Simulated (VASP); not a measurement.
# In2O3 (R-3c) in VASP: single point with r2SCAN

Aim: the single point of In2O3 with r2SCAN.

All numbers are computed with VASP 6.6.1; they aren't measurements. Logs are shortened: lines on timing, memory, paths and dates and some standing lists are left out, and cuts for length are marked.

### 1 The cell of the first run

It takes space group R-3c (No. 167, trigonal). The conventional cell has a = 5.616 Å, b = 5.616 Å, c = 14.846 Å, α = 90.00°, β = 90.00°, γ = 120.00°. In (site symmetry 3) has 6 O at 2.17 to 2.30 Å within 2.9 Å. Within 2.9 Å of O (site symmetry 2) lie 4 In at 2.17 to 2.30 Å and 2 O at 2.88 Å.

### 2 Single point, r2SCAN (volume changed by +6%)

The input, POSCAR:

```
In2O3
1.0
    2.8079152594      1.6211506309      4.9486568740
   -2.8079152594      1.6211506309      4.9486568740
    0.0000000000     -3.2423012618      4.9486568740
In O
4 6
Direct
    0.3570817718      0.3570817718      0.3570817718
    0.1429182282      0.1429182282      0.1429182282
    0.6429182282      0.6429182282      0.6429182282
    0.8570817718      0.8570817718      0.8570817718
    0.5465927009      0.9534072991      0.2500000000
    0.2500000000      0.5465927009      0.9534072991
    0.9534072991      0.2500000000      0.5465927009
    0.4534072991      0.0465927009      0.7500000000
    0.7500000000      0.4534072991      0.0465927009
    0.0465927009      0.7500000000      0.4534072991
```

The input, INCAR.step1:

```
SYSTEM = In2O3
PREC = Accurate ; ENCUT = 520
ISMEAR = 0 ; SIGMA = 0.01
LREAL = .False. ; LASPH = .True.
NELM = 60 ; NBANDS = 55
GGA = PE ; ALGO = Normal
EDIFF = 1E-4 ; LWAVE = .True.
LCHARG = .False.
```

The input, INCAR.step2:

```
SYSTEM = In2O3
PREC = Accurate ; ENCUT = 520
EDIFF = 1E-6 ; ISMEAR = 0
SIGMA = 0.01 ; LREAL = .False.
LASPH = .True. ; NELM = 60
ALGO = Normal ; ISIF = 2
LWAVE = .False. ; LCHARG = .True.
METAGGA = R2SCAN ; LMIXTAU = .True.
LELF = .True. ; LVHAR = .True.
NBANDS = 55 ; ISTART = 1
```

The input, KPOINTS:

```
regular mesh
0
Gamma
  6 6 6
  0 0 0
```

Potentials or basis: VASP PAW PBE potentials, release 64 (In_d, O).

Launch:

```bash
$ cat potpaw_PBE.64/In_d/POTCAR potpaw_PBE.64/O/POTCAR > POTCAR
$ cp INCAR.step1 INCAR
$ mpirun -np 1 vasp_std > vasp.out
$ cp INCAR.step2 INCAR
$ mpirun -np 1 vasp_std > vasp.out
```

OUTCAR:

```text
SYSTEM = In2O3
   PREC = Accurate
   ENCUT = 520
   EDIFF = 1E-6
   ISMEAR = 0
   LREAL = .False.
   LASPH = .True.
   NELM = 60
   ISIF = 2
   METAGGA = R2SCAN
   ISTART = 1

 ion  position               nearest neighbor table
   1  0.357  0.357  0.357-  10 2.17   8 2.17   9 2.17   5 2.30   7 2.30   6 2.30   2 3.18   3 3.32
                             3 3.32   3 3.32   2 3.69   2 3.69   2 3.69
   2  0.143  0.143  0.143-   9 2.17   8 2.17  10 2.17   5 2.30   6 2.30   7 2.30   1 3.18   4 3.32
                             4 3.32   4 3.32   1 3.69   1 3.69   1 3.69
   3  0.643  0.643  0.643-   7 2.17   5 2.17   6 2.17   8 2.30  10 2.30   9 2.30   4 3.18   1 3.32
                             1 3.32   1 3.32   4 3.69   4 3.69   4 3.69
   4  0.857  0.857  0.857-   6 2.17   5 2.17   7 2.17   8 2.30   9 2.30  10 2.30   3 3.18   2 3.32
                             2 3.32   2 3.32   3 3.69   3 3.69   3 3.69
   5  0.547  0.953  0.250-   3 2.17   4 2.17   1 2.30   2 2.30
   6  0.250  0.547  0.953-   4 2.17   3 2.17   2 2.30   1 2.30
   7  0.953  0.250  0.547-   3 2.17   4 2.17   1 2.30   2 2.30
   8  0.453  0.047  0.750-   1 2.17   2 2.17   3 2.30   4 2.30
   9  0.750  0.453  0.047-   2 2.17   1 2.17   4 2.30   3 2.30
  10  0.047  0.750  0.453-   1 2.17   2 2.17   3 2.30   4 2.30

  LATTYP: Found a trigonal (rhomboedric) cell.
 ALAT       =     5.9162253446
 COS(alpha) =     0.5494857064

  Lattice vectors:

 A1 = (   2.8079152594,   1.6211506309,   4.9486568740)
 A2 = (  -2.8079152594,   1.6211506309,   4.9486568740)
 A3 = (   0.0000000000,  -3.2423012618,   4.9486568740)

Analysis of symmetry for initial positions (statically):
=====================================================================
 Subroutine PRICEL returns:
 Original cell was already a primitive cell.

 Routine SETGRP: Setting up the symmetry group for a
 trigonal (rhombohedral) supercell.

 Subroutine GETGRP returns: Found 12 space group operations
 (whereof  6 operations were pure point group operations)
 out of a pool of 12 trial point group operations.

The static configuration has the point symmetry S_6 .
 The point group associated with its full space group is D_3d.

Analysis of symmetry for dynamics (positions and initial velocities):
=====================================================================
 Subroutine PRICEL returns:
 Original cell was already a primitive cell.

 Routine SETGRP: Setting up the symmetry group for a
 trigonal (rhombohedral) supercell.

 Subroutine GETGRP returns: Found 12 space group operations
 (whereof  6 operations were pure point group operations)
 out of a pool of 12 trial point group operations.

The dynamic configuration has the point symmetry S_6 .
 The point group associated with its full space group is D_3d.

 Subroutine INISYM returns: Found 12 space group operations
 (whereof  6 operations are pure point group operations),
 and found     1 'primitive' translations

----------------------------------------------------------------------------------------

                                     Primitive cell

  volume of cell :     135.1593

  direct lattice vectors                    reciprocal lattice vectors
     2.807915259  1.621150631  4.948656874     0.178068052  0.102807638  0.067358344
    -2.807915259  1.621150631  4.948656874    -0.178068052  0.102807638  0.067358344
     0.000000000 -3.242301262  4.948656874     0.000000000 -0.205615275  0.067358344

  length of vectors
     5.916225345  5.916225345  5.916225345     0.216367253  0.216367253  0.216367253

  position of ions in fractional coordinates (direct lattice)
     0.357081772  0.357081772  0.357081772
     0.142918228  0.142918228  0.142918228
     0.642918228  0.642918228  0.642918228
     0.857081772  0.857081772  0.857081772
     0.546592701  0.953407299  0.250000000
     0.250000000  0.546592701  0.953407299
     0.953407299  0.250000000  0.546592701
     0.453407299  0.046592701  0.750000000
     0.750000000  0.453407299  0.046592701
     0.046592701  0.750000000  0.453407299

  ion indices of the primitive-cell ions
   primitive index   ion index
                 1           1
                 2           2
                 3           3
                 4           4
                 5           5
                 6           6
                 7           7
                 8           8
                 9           9
                10          10

----------------------------------------------------------------------------------------

 KPOINTS: regular mesh

Automatic generation of k-mesh.
 Grid dimensions read from file:
 generate k-points for:    6    6    6

 Generating k-lattice:

  Cartesian coordinates                     Fractional coordinates (reciprocal lattice)
     0.029678009  0.017134606  0.011226391     0.166666667 -0.000000000  0.000000000
    -0.029678009  0.017134606  0.011226391    -0.000000000  0.166666667  0.000000000
     0.000000000 -0.034269213  0.011226391     0.000000000  0.000000000  0.166666667

  Length of vectors
     0.036061209  0.036061209  0.036061209

  Shift w.r.t. Gamma in fractional coordinates (k-lattice)
     0.000000000  0.000000000  0.000000000

 Subroutine IBZKPT returns following result:
 ===========================================

 Found     32 irreducible k-points:

 Following reciprocal coordinates:
            Coordinates               Weight
  0.000000  0.000000  0.000000      1.000000
  0.166667  0.000000  0.000000      6.000000
  0.333333 -0.000000  0.000000      6.000000
  0.500000 -0.000000  0.000000      3.000000
  0.166667  0.166667  0.000000      6.000000
  0.333333  0.166667  0.000000     12.000000
[... 16 lines left out ...]
  0.500000  0.500000  0.166667      6.000000
 -0.333333  0.500000  0.166667     12.000000
 [... further k-points ...]
   k-points           NKPTS =     32   k-points in BZ     NKDIM =     32   number of bands    NBANDS=     55
   number of dos      NEDOS =    301   number of ions     NIONS =     10
   total plane-waves  NPLWV = 110592
   dimension x,y,z NGX =    48 NGY =   48 NGZ =   48
   dimension x,y,z NGXF=    96 NGYF=   96 NGZF=   96
   ions per type =               4   6
   NGX,Y,Z   is equivalent  to a cutoff of  13.49, 13.49, 13.49 a.u.
   NGXF,Y,Z  is equivalent  to a cutoff of  26.98, 26.98, 26.98 a.u.
 SYSTEM =  In2O3
   PREC   = accura    normal or accurate (medium, high low for compatibility)
   ISTART =      1    job   : 0-new  1-cont  2-samecut
   ICHARG =      0    charge: 1-file 2-atom 10-const
   ISPIN  =      1    spin polarized calculation?
   LNONCOLLINEAR =      F non collinear calculations
   LSORBIT =      F    spin-orbit coupling
   LASPH  =      T    aspherical Exc in radial PAW
   ENCUT  =  520.0 eV  38.22 Ry    6.18 a.u.  11.00 11.00 11.00*2*pi/ulx,y,z
   NELM   =     60;   NELMIN=  2; NELMDL=  0     # of ELM steps
   EDIFF  = 0.1E-05   stopping-criterion for ELM
   LREAL  =      F    real-space projection
   EDIFFG = 0.1E-04   stopping-criterion for IOM
   NSW    =      0    number of steps for IOM
   IBRION =     -1    ionic relax: 0-MD 1-quasi-New 2-CG
   NFREE  =      0    steps in history (QN), initial steepest desc. (CG)
   ISIF   =      2    stress and relaxation
   ISYM   =      2    0-nonsym 1-usesym 2-fastsym
   POTIM  = 0.5000    time-step for ionic-motion
   TEBEG  =    0.0;   TEEND  =   0.0 temperature during run
   PSTRESS=    0.0 pullay stress
   NELECT =      88.0000    total number of electrons
   NUPDOWN=      -1.0000    fix difference up-down
   EMIN   =  10.00;   EMAX   =-10.00  energy-range for DOS
   EFERMI =   0.00;   METHOD = LEGACY
   ISMEAR =     0;   SIGMA  =   0.01  broadening in eV -4-tet -1-fermi 0-gaus
   EFERMI_NEDOS =   21; number of points for ismear=-14 and -15
   IALGO  =     38    algorithm
   IMIX   =      4    mixing-type and parameters
     AMIX     =   0.40;   BMIX     =  1.00
     AMIX_MAG =   1.60;   BMIX_MAG =  1.00
  volume/ion in A,a.u.               =      13.52        91.21
  Fermi-wavevector in a.u.,A,eV,Ry     =   1.418906  2.681344 27.392545  2.013295
  Thomas-Fermi vector in A             =   2.539983
   LORBIT       =      0    0 simple, 1 ext, 2 COOP (PROOUT), +10 PAW based schemes
   METAGGA = R2SCAN    functional components
   LHFCALC =     F    Hartree Fock is set to
   AEXX    =    0.0000 exact exchange contribution
   IVDW    =     0    specifies the selected vdW correction
   LEPSILON=     F    determine dielectric tensor
   LRPA    =     F    only Hartree local field effects (RPA)
 non-spin polarized calculation
 Gauss-broadening in eV      SIGMA  =   0.01
  energy-cutoff  :      520.00
  volume of cell :      135.16
 maximum number of plane-waves:      3661
 NGX is ok and might be reduce to    48
   NGX = 23   NGY = 23   NGZ = 23

 number of electron      87.9999995 magnetization

 Free energy of the ion-electron system (eV)
  ---------------------------------------------------
  ext. energy  EPLUGINS =         0.00000000
  ---------------------------------------------------
  free energy    TOTEN  =      -144.28552024 eV

  energy without entropy =     -144.28552024  energy(sigma->0) =     -144.28552024

 E-fermi :   4.5212     XC(G=0): -11.5454

 val. band max:        4.4591775252   @ k =  -0.1667   0.1667   0.0000
 cond. band min:       5.8555450209   @ k =   0.0000   0.0000   0.0000
 fundamental gap:      1.3963674956
 Fermi energy:         4.5212400199

 k-point     1 :       0.0000    0.0000    0.0000
  band No.  band energies     occupation
      1     -13.6874      2.00000
      2     -12.9288      2.00000
      3     -12.9288      2.00000
      4     -12.7611      2.00000
      5     -12.7611      2.00000
      6     -12.6884      2.00000
[... 47 lines left out ...]
     54      14.7389      0.00000
[... 1333 lines left out ...]
     54      15.4436      0.00000
     55      16.0968      0.00000

 [... further k-points ...]

------------------------ aborting loop because EDIFF is reached ----------------------------------------

  FORCE on cell =-STRESS in cart. coord.  units (eV):
  Direction    XX          YY          ZZ          XY          YZ          ZX
  --------------------------------------------------------------------------------------
  -------------------------------------------------------------------------------------
  Total       -7.4340259     -7.4340259     -6.4046158     -0.0000000      0.0000000      0.0000000
  in kB      -88.1228821    -88.1228821    -75.9202638     -0.0000000      0.0000000      0.0000000
  external PRESSURE =     -84.0553427 kB  Pullay stress =       0.0000000 kB

 VOLUME and BASIS-vectors are now :
 -----------------------------------------------------------------------------
  energy-cutoff  :      520.00
  volume of cell :      135.16
      direct lattice vectors                 reciprocal lattice vectors
     2.807915259  1.621150631  4.948656874     0.178068052  0.102807638  0.067358344
    -2.807915259  1.621150631  4.948656874    -0.178068052  0.102807638  0.067358344
     0.000000000 -3.242301262  4.948656874     0.000000000 -0.205615275  0.067358344

 POSITION                                       TOTAL-FORCE (eV/Angst)
 -----------------------------------------------------------------------------------
      0.00000      0.00000      5.30123        -0.000000      0.000000     -0.091811
      0.00000      0.00000      2.12176        -0.000000     -0.000000      0.091811
      0.00000      0.00000      9.54475        -0.000000      0.000000      0.091811
      0.00000      0.00000     12.72421        -0.000000      0.000000     -0.091811
     -1.14230      1.62115      8.66015         0.006470     -0.000000     -0.000000
     -0.83281     -1.79984      8.66015        -0.003235      0.005603      0.000000
      1.97511      0.17869      8.66015        -0.003235     -0.005603      0.000000
      1.14230     -1.62115      6.18582        -0.006470      0.000000      0.000000
      0.83281      1.79984      6.18582         0.003235     -0.005603      0.000000
     -1.97511     -0.17869      6.18582         0.003235      0.005603      0.000000
 -----------------------------------------------------------------------------------
    total drift:                               -0.000000      0.000000     -0.000000

  FREE ENERGIE OF THE ION-ELECTRON SYSTEM (eV)
  ---------------------------------------------------
  free  energy   TOTEN  =      -144.2855202382 eV

  energy  without entropy=     -144.2855202382  energy(sigma->0) =     -144.28552024
```

Wall time 17 min (1 thread of Intel Xeon Platinum 8488C (Sapphire Rapids), shared host); peak memory 0.46 GiB.

Results:

```yaml
Free_energy: -144.2855 eV
Pressure: -8.4 GPa
Largest_force: 0.092 eV/Å
Band_gap_on_the_k_mesh: 1.40 eV, indirect (least direct gap 1.48 eV)
```

Forces in eV/Å, atoms in the order of the input:
```
In   0.000  0.000 -0.092
In   0.000  0.000  0.092
In   0.000  0.000  0.092
In   0.000  0.000 -0.092
O    0.006  0.000  0.000
O   -0.003  0.006  0.000
O   -0.003 -0.006  0.000
O   -0.006  0.000  0.000
O    0.003 -0.006  0.000
O    0.003  0.006  0.000
```

Stress tensor (GPa, compression positive):
```
-8.81  0.00  0.00
 0.00 -8.81  0.00
 0.00  0.00 -7.59
```

Caveat: the PAW data sets were made with another functional, which shifts forces and pressure a little; spin-orbit coupling is left out, which moves the levels of the heavy elements. A k mesh can miss the band edges.
